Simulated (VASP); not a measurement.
## Sn: single point with PBE

Sn:

```xyz
2
Lattice="0.0000 3.2333 3.2333 3.2333 0.0000 3.2333 3.2333 3.2333 0.0000" Properties=species:S:1:pos:R:3 pbc="T T T"
Sn    4.9199    4.8950    4.8835
Sn    3.2625    3.2161    3.2452
```

This cell differs from its parent crystal: atoms moved at random.

| Quantity | Value |
| --- | --- |
| Program | VASP 6.6.1 |
| Task | single point |
| Functional | PBE |
| Potentials or basis | VASP PAW PBE potentials, release 64 (Sn_d) |
| Cutoff | 520 eV |
| k mesh | 7 × 7 × 7 |
| Occupations | fermi-dirac, width 0.05 eV |
| Spin | no spin polarisation |

The pressure is 3.9 GPa, the largest force is 0.584 eV/Å and the band gap on the k mesh is zero (band 14 reaches 5.79 eV, above the bottom of band 15 at 5.65 eV).

Forces in eV/Å, atoms in the order of the input:
```
Sn  -0.303 -0.484 -0.122
Sn   0.303  0.484  0.122
```

Stress tensor (GPa, compression positive):
```
 3.87 -0.45 -1.51
-0.45  3.80 -0.97
-1.51 -0.97  3.90
```

Levels at points of the mesh, in eV from the Fermi level:
```tsv
k point	band 11	band 12	band 13	band 14	band 15	band 16	band 17	band 18
(0.00, 0.00, 0.00)	-10.66	-0.54	-0.10	0.05	0.39	1.95	2.23	2.36
```

It took 100 s on 1 thread of Intel(R) Xeon(R) 6975P-C (Granite Rapids) (shared host), peak memory 0.34 GiB.

Caveat: the cell differs from its parent crystal (atoms moved at random); spin-orbit coupling is left out, which moves the levels of the heavy elements.
